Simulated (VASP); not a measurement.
# Hf (I4_1/amd) in VASP: a series of runs

Hf is run at these levels: PBE; tasks: single point.

All numbers are computed with VASP 6.6.1; they aren't measurements. Logs are shortened: lines on timing, memory, paths and dates and some standing lists are left out, and cuts for length are marked.

**1. The cell of the first run**

The structure is tetragonal, space group I4_1/amd (No. 141). Conventional cell: a = 5.617 Å, b = 5.617 Å, c = 3.021 Å, α = 90.00°, β = 90.00°, γ = 90.00°. Hf (site symmetry -4m2) has 10 Hf at 2.91 to 3.61 Å within 3.8 Å.

**2. Single point, PBE**

Contents of INCAR:

```
SYSTEM = Hf
PREC = Accurate ; ENCUT = 520
EDIFF = 1E-7 ; ISMEAR = -1
SIGMA = 0.1 ; LREAL = .FALSE.
LASPH = .TRUE. ; NELM = 60
ALGO = Normal ; ISIF = 2
LWAVE = .FALSE. ; LCHARG = .FALSE.
GGA = PE ; NBANDS = 17
```

Contents of KPOINTS:

```
regular mesh
0
G
  14 14 14
  0 0 0
```

Contents of POSCAR:

```
Hf
1.0
   -2.8086373536      2.8086373536      1.5103807573
    2.8086373536     -2.8086373536      1.5103807573
    2.8086373536      2.8086373536     -1.5103807573
Hf
2
Direct
   -0.3750000000     -0.1250000000     -0.2500000000
    0.3750000000      0.1250000000      0.2500000000
```

Potentials or basis: VASP PAW PBE potentials, release 64 (Hf_pv).

On the command line:

```console
> cat potpaw_PBE.64/Hf_pv/POTCAR > POTCAR
> mpirun -np 1 vasp_std > vasp.out
```

OUTCAR:

```text
SYSTEM = Hf
   PREC = Accurate
   ENCUT = 520
   EDIFF = 1E-7
   ISMEAR = -1
   LREAL = .FALSE.
   LASPH = .TRUE.
   NELM = 60
   ISIF = 2
   GGA = PE

 ion  position               nearest neighbor table
   1  0.625  0.875  0.750-   2 2.91   2 2.91   2 2.91   2 2.91   2 3.61   2 3.61   2 3.61   2 3.61

   2  0.375  0.125  0.250-   1 2.91   1 2.91   1 2.91   1 2.91   1 3.61   1 3.61   1 3.61   1 3.61

  LATTYP: Found a body centered tetragonal cell.
 ALAT       =     5.6172747072
 C/A-ratio  =     0.5377628249

  Lattice vectors:

 A1 = (  -2.8086373536,   2.8086373536,   1.5103807573)
 A2 = (   2.8086373536,  -2.8086373536,   1.5103807573)
 A3 = (   2.8086373536,   2.8086373536,  -1.5103807573)

Analysis of symmetry for initial positions (statically):
=====================================================================
 Subroutine PRICEL returns:
 Original cell was already a primitive cell.

 Routine SETGRP: Setting up the symmetry group for a
 body centered tetragonal supercell.

 Subroutine GETGRP returns: Found 16 space group operations
 (whereof  4 operations were pure point group operations)
 out of a pool of 16 trial point group operations.

The static configuration has the point symmetry C_2h.
 The point group associated with its full space group is D_4h.

Analysis of symmetry for dynamics (positions and initial velocities):
=====================================================================
 Subroutine PRICEL returns:
 Original cell was already a primitive cell.

 Routine SETGRP: Setting up the symmetry group for a
 body centered tetragonal supercell.

 Subroutine GETGRP returns: Found 16 space group operations
 (whereof  4 operations were pure point group operations)
 out of a pool of 16 trial point group operations.

The dynamic configuration has the point symmetry C_2h.
 The point group associated with its full space group is D_4h.

 Subroutine INISYM returns: Found 16 space group operations
 (whereof  4 operations are pure point group operations),
 and found     1 'primitive' translations

----------------------------------------------------------------------------------------

                                     Primitive cell

  volume of cell :      47.6582

  direct lattice vectors                    reciprocal lattice vectors
    -2.808637354  2.808637354  1.510380757     0.000000000  0.178022271  0.331042353
     2.808637354 -2.808637354  1.510380757     0.178022271  0.000000000  0.331042353
     2.808637354  2.808637354 -1.510380757     0.178022271  0.178022271  0.000000000

  length of vectors
     4.249486745  4.249486745  4.249486745     0.375873607  0.375873607  0.251761510

  position of ions in fractional coordinates (direct lattice)
     0.625000000  0.875000000  0.750000000
     0.375000000  0.125000000  0.250000000

  ion indices of the primitive-cell ions
   primitive index   ion index
                 1           1
                 2           2

----------------------------------------------------------------------------------------

 KPOINTS: regular mesh

Automatic generation of k-mesh.
 Grid dimensions read from file:
 generate k-points for:   14   14   14

 Generating k-lattice:

  Cartesian coordinates                     Fractional coordinates (reciprocal lattice)
     0.000000000  0.012715876  0.023645882     0.071428571  0.000000000  0.000000000
     0.012715876  0.000000000  0.023645882     0.000000000  0.071428571  0.000000000
     0.012715876  0.012715876  0.000000000     0.000000000  0.000000000  0.071428571

  Length of vectors
     0.026848115  0.026848115  0.017982965

  Shift w.r.t. Gamma in fractional coordinates (k-lattice)
     0.000000000  0.000000000  0.000000000

 Subroutine IBZKPT returns following result:
 ===========================================

 Found    244 irreducible k-points:

 Following reciprocal coordinates:
            Coordinates               Weight
  0.000000  0.000000  0.000000      1.000000
  0.071429  0.000000 -0.000000      8.000000
  0.142857  0.000000 -0.000000      8.000000
  0.214286  0.000000 -0.000000      8.000000
  0.285714  0.000000  0.000000      8.000000
  0.357143  0.000000  0.000000      8.000000
[... 16 lines left out ...]
  0.214286  0.142857 -0.000000     16.000000
  0.285714  0.142857 -0.000000     16.000000
 [... further k-points ...]
   k-points           NKPTS =    244   k-points in BZ     NKDIM =    244   number of bands    NBANDS=     17
   number of dos      NEDOS =    301   number of ions     NIONS =      2
   total plane-waves  NPLWV =  32768
   dimension x,y,z NGX =    32 NGY =   32 NGZ =   32
   dimension x,y,z NGXF=    64 NGYF=   64 NGZF=   64
   ions per type =               2
   NGX,Y,Z   is equivalent  to a cutoff of  12.52, 12.52, 12.52 a.u.
   NGXF,Y,Z  is equivalent  to a cutoff of  25.04, 25.04, 25.04 a.u.
 SYSTEM =  Hf
   PREC   = accura    normal or accurate (medium, high low for compatibility)
   ISTART =      0    job   : 0-new  1-cont  2-samecut
   ICHARG =      2    charge: 1-file 2-atom 10-const
   ISPIN  =      1    spin polarized calculation?
   LNONCOLLINEAR =      F non collinear calculations
   LSORBIT =      F    spin-orbit coupling
   LASPH  =      T    aspherical Exc in radial PAW
   ENCUT  =  520.0 eV  38.22 Ry    6.18 a.u.   7.90  7.90  7.90*2*pi/ulx,y,z
   NELM   =     60;   NELMIN=  2; NELMDL= -5     # of ELM steps
   EDIFF  = 0.1E-06   stopping-criterion for ELM
   LREAL  =      F    real-space projection
   EDIFFG = 0.1E-05   stopping-criterion for IOM
   NSW    =      0    number of steps for IOM
   IBRION =     -1    ionic relax: 0-MD 1-quasi-New 2-CG
   NFREE  =      0    steps in history (QN), initial steepest desc. (CG)
   ISIF   =      2    stress and relaxation
   ISYM   =      2    0-nonsym 1-usesym 2-fastsym
   POTIM  = 0.5000    time-step for ionic-motion
   TEBEG  =    0.0;   TEEND  =   0.0 temperature during run
   PSTRESS=    0.0 pullay stress
   NELECT =      20.0000    total number of electrons
   NUPDOWN=      -1.0000    fix difference up-down
   EMIN   =  10.00;   EMAX   =-10.00  energy-range for DOS
   EFERMI =   0.00;   METHOD = LEGACY
   ISMEAR =    -1;   SIGMA  =   0.10  broadening in eV -4-tet -1-fermi 0-gaus
   EFERMI_NEDOS =   21; number of points for ismear=-14 and -15
   IALGO  =     38    algorithm
   IMIX   =      4    mixing-type and parameters
     AMIX     =   0.40;   BMIX     =  1.00
     AMIX_MAG =   1.60;   BMIX_MAG =  1.00
  volume/ion in A,a.u.               =      23.83       160.81
  Fermi-wavevector in a.u.,A,eV,Ry     =   1.225666  2.316173 20.439459  1.502258
  Thomas-Fermi vector in A             =   2.360696
   LORBIT       =      0    0 simple, 1 ext, 2 COOP (PROOUT), +10 PAW based schemes
   GGA     = PE    functional components
   LHFCALC =     F    Hartree Fock is set to
   AEXX    =    0.0000 exact exchange contribution
   IVDW    =     0    specifies the selected vdW correction
   LEPSILON=     F    determine dielectric tensor
   LRPA    =     F    only Hartree local field effects (RPA)
 non-spin polarized calculation
  energy-cutoff  :      520.00
  volume of cell :       47.66
 maximum number of plane-waves:      1310
   NGX = 15   NGY = 15   NGZ = 15

 number of electron      19.9999998 magnetization

 Free energy of the ion-electron system (eV)
  ---------------------------------------------------
  ext. energy  EPLUGINS =         0.00000000
  ---------------------------------------------------
  free energy    TOTEN  =       -18.56382451 eV

  energy without entropy =      -18.47743497  energy(sigma->0) =      -18.52062974

 E-fermi :   4.0886     XC(G=0): -10.9521

 val. band max:        4.0868319569   @ k =  -0.2857   0.2857   0.2143
 cond. band min:       4.0916191274   @ k =  -0.2143   0.2857   0.0714
 fundamental gap:      0.0047871705
 Fermi energy:         4.0885544175

 k-point     1 :       0.0000    0.0000    0.0000
  band No.  band energies     occupation
      1     -26.7146      2.00000
      2     -26.7146      2.00000
      3     -25.9346      2.00000
      4     -25.9346      2.00000
      5     -25.9221      2.00000
      6     -25.9111      2.00000
[... 9 lines left out ...]
     16       9.1871      0.00000
     17       9.1871      0.00000

 k-point     2 :       0.0714    0.0000   -0.0000
  band No.  band energies     occupation
      1     -26.7115      2.00000
      2     -26.7002      2.00000
      3     -25.9729      2.00000
      4     -25.9467      2.00000
      5     -25.9321      2.00000
      6     -25.9252      2.00000
[... 9 lines left out ...]
     16       9.7601      0.00000
     17       9.9051      0.00000

 k-point     3 :       0.1429    0.0000   -0.0000
  band No.  band energies     occupation
      1     -26.7028      2.00000
      2     -26.6603      2.00000
      3     -26.0689      2.00000
      4     -26.0406      2.00000
      5     -25.9483      2.00000
      6     -25.9251      2.00000
[... 9 lines left out ...]
     16      10.3476      0.00000
     17      10.6052      0.00000

 k-point     4 :       0.2143    0.0000   -0.0000
  band No.  band energies     occupation
      1     -26.6901      2.00000
      2     -26.6055      2.00000
      3     -26.2078      2.00000
      4     -26.1626      2.00000
      5     -25.9862      2.00000
      6     -25.9151      2.00000
[... 9 lines left out ...]
     16       9.9835      0.00000
     17      10.8570      0.00000
[... 343 lines left out ...]
      1     -26.6427      2.00000
      2     -26.6305      2.00000
      3     -26.3257      2.00000
      4     -26.3076      2.00000
      5     -25.9521      2.00000
      6     -25.9365      2.00000
[... 9 lines left out ...]
     16       9.8635      0.00000
     17      11.0748      0.00000

 k-point    23 :       0.2143    0.1429   -0.0000
  band No.  band energies     occupation
      1     -26.6494      2.00000
      2     -26.6025      2.00000
      3     -26.4377      2.00000
      4     -26.4062      2.00000
      5     -25.9761      2.00000
      6     -25.9312      2.00000
[... 9 lines left out ...]
     16       9.3900      0.00000
     17      11.0392      0.00000

 k-point    24 :       0.2857    0.1429   -0.0000
  band No.  band energies     occupation
      1     -26.6845      2.00000
      2     -26.5988      2.00000
      3     -26.5204      2.00000
      4     -26.4061      2.00000
      5     -26.0150      2.00000
      6     -25.9217      2.00000
[... 9 lines left out ...]
     16       9.6857      0.00000
     17      10.8333      0.00000

 [... further k-points ...]
[... 5 lines left out ...]
  --------------------------------------------------------------------------------------
  -------------------------------------------------------------------------------------
  Total       -0.5996801     -0.5996801     -0.5998534     -0.0000000     -0.0000000      0.0000000
  in kB      -20.1600896    -20.1600896    -20.1659161     -0.0000000     -0.0000000      0.0000000
  external PRESSURE =     -20.1620318 kB  Pullay stress =       0.0000000 kB

 VOLUME and BASIS-vectors are now :
 -----------------------------------------------------------------------------
  energy-cutoff  :      520.00
  volume of cell :       47.66
      direct lattice vectors                 reciprocal lattice vectors
    -2.808637354  2.808637354  1.510380757     0.000000000  0.178022271  0.331042353
     2.808637354 -2.808637354  1.510380757     0.178022271  0.000000000  0.331042353
     2.808637354  2.808637354 -1.510380757     0.178022271  0.178022271  0.000000000

 POSITION                                       TOTAL-FORCE (eV/Angst)
 -----------------------------------------------------------------------------------
      2.80864      1.40432      1.13279        -0.000000      0.000000      0.000000
      0.00000      1.40432      0.37760         0.000000     -0.000000     -0.000000
 -----------------------------------------------------------------------------------
    total drift:                                0.000000     -0.000000      0.000000

  FREE ENERGIE OF THE ION-ELECTRON SYSTEM (eV)
  ---------------------------------------------------
  free  energy   TOTEN  =       -18.5638245103 eV

  energy  without entropy=      -18.4774349698  energy(sigma->0) =      -18.52062974
```

Wall time 4.7 min (1 thread of Intel Xeon 8259CL, shared host); peak memory 0.27 GiB.

Results:

```yaml
Free_energy: -18.5638 eV
Pressure: -2.0 GPa
Band_gap_on_the_k_mesh: zero (bands 10 and 11 overlap by 0.73 eV)
```

Levels at points of the mesh, in eV from the Fermi level:
| k point | band 6 | band 7 | band 8 | band 9 | band 10 | band 11 | band 12 | band 13 | band 14 | band 15 |
| --- | --- | --- | --- | --- | --- | --- | --- | --- | --- | --- |
| (0.00, 0.00, 0.00) | -30.00 | -6.68 | -2.77 | -1.01 | -0.97 | 0.22 | 3.87 | 3.87 | 3.94 | 3.94 |
| (0.50, 0.00, 0.00) | -29.97 | -2.76 | -2.10 | -0.96 | -0.22 | 0.60 | 1.71 | 1.82 | 3.71 | 4.08 |
| (0.50, 0.50, 0.00) | -29.96 | -3.72 | -3.72 | -0.45 | -0.45 | 0.84 | 0.84 | 2.21 | 2.21 | 4.89 |
| (0.50, 0.50, 0.50) | -29.93 | -3.24 | -3.24 | 0.08 | 0.08 | 0.19 | 0.19 | 3.22 | 3.22 | 4.50 |

Caveat: spin-orbit coupling is left out, which moves the levels of the heavy elements.

**3. Single point, PBE**

Contents of INCAR:

```
PREC = Accurate
ENCUT = 520
EDIFF = 1E-7
ISMEAR = -1
SIGMA = 0.1
LREAL = False
LASPH = True
NELM = 60
ALGO = Normal
ISIF = 2
LWAVE = False
LCHARG = True
GGA = PE
LELF = True
LVHAR = True
NBANDS = 17
```

Contents of KPOINTS:

```
Automatic mesh
0
Gamma
  14 14 14
```

Contents of POSCAR:

```
Hf
1.0
   -2.8090321131      2.8090321131      1.5106250654
    2.8090321131     -2.8090321131      1.5106250654
    2.8090321131      2.8090321131     -1.5106250654
Hf
2
Direct
   -0.3750000000     -0.1250000000     -0.2500000000
    0.3750000000      0.1250000000      0.2500000000
```

Potentials or basis: VASP PAW PBE potentials, release 64 (Hf_pv).

On the command line:

```console
> cat potpaw_PBE.64/Hf_pv/POTCAR > POTCAR
> mpirun -np 1 vasp_std > vasp.out
```

Wall time 4.6 min (1 thread of Intel Xeon 8259CL, shared host); peak memory 0.27 GiB.

It converged, with:

- Free energy: -18.5636 eV
- Pressure: -2.1 GPa
- Band gap on the k mesh: zero (bands 10 and 11 overlap by 0.73 eV)

Levels at points of the mesh, in eV from the Fermi level:
| k point | band 7 | band 8 | band 9 | band 10 | band 11 | band 12 | band 13 | band 14 |
| --- | --- | --- | --- | --- | --- | --- | --- | --- |
| (0.00, 0.00, 0.00) | -6.68 | -2.77 | -1.01 | -0.97 | 0.22 | 3.87 | 3.87 | 3.94 |
| (0.50, 0.00, 0.00) | -2.76 | -2.09 | -0.96 | -0.22 | 0.59 | 1.71 | 1.82 | 3.71 |
| (0.50, 0.50, 0.00) | -3.72 | -3.72 | -0.44 | -0.44 | 0.84 | 0.84 | 2.21 | 2.21 |
| (0.50, 0.50, 0.50) | -3.24 | -3.24 | 0.08 | 0.08 | 0.19 | 0.19 | 3.22 | 3.22 |

Caveat: spin-orbit coupling is left out, which moves the levels of the heavy elements.
